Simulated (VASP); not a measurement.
Set up this calculation in VASP 6.6.1, as the native input.

```yaml
Task: single point
Functional: PBE
Potentials_or_basis: VASP PAW PBE potentials, release 64 (Nd_3, O), 4f in core
Cutoff: 600 eV
k_mesh: 6 × 6 × 10
Occupations: gaussian, width 0.1 eV
Spin: no spin polarisation
Dipole_correction: no
Further_INCAR_settings: ALGO = Normal; EDIFF = 1e-06; NBANDS = 33
```

The structure of Nd4O lies in POSCAR:

```
Nd4O
1.0
    3.6560870559     -5.3330441082      0.0000000000
    3.6560870559      5.3330441082      0.0000000000
    0.0000000000      0.0000000000      3.6773216820
Nd O
4 1
Direct
    0.7653777167      0.7653777167      0.5000000000
    0.2346222833      0.2346222833      0.5000000000
    0.7635634475      0.2364365525      0.0000000000
    0.2364365525      0.7635634475      0.0000000000
    0.0000000000      0.0000000000      0.0000000000
```

The cell was generated, and may not be a known phase.

The input as run:

INCAR

```
SYSTEM = Nd4O
PREC = Accurate
ENCUT = 600
EDIFF = 1E-6
ISMEAR = 0
SIGMA = 0.1
LREAL = .False.
LASPH = .True.
NELM = 200
ALGO = Normal
ISIF = 2
LWAVE = .False.
LCHARG = .False.
GGA = PE
NBANDS = 33
GGA_COMPAT = .False.
LMAXMIX = 6
```

KPOINTS

```
regular mesh
0
Gamma
  6 6 10
  0 0 0
```

Potentials or basis: VASP PAW PBE potentials, release 64 (Nd_3, O), 4f in core.

Command:

```sh
$ cat potpaw_PBE.64/Nd_3/POTCAR potpaw_PBE.64/O/POTCAR > POTCAR
$ mpirun -np 1 vasp_std > vasp.out
```

It gave:

```json
{
  "Pressure": "0.2 GPa",
  "Band gap on the k mesh": "zero (bands 25 and 26 overlap by 0.68 eV)"
}
```

Caveat: spin-orbit coupling is left out, which moves the levels of the heavy elements; the 4f electrons are frozen in the core, so they carry no moment and show no levels; the run has no spin polarisation, though such a crystal can be magnetic.

Wall time 7 min on 1 thread of Intel(R) Xeon(R) Platinum 8375C CPU @ 2.90GHz (Ice Lake), on a shared host, peak memory 0.51 GiB.
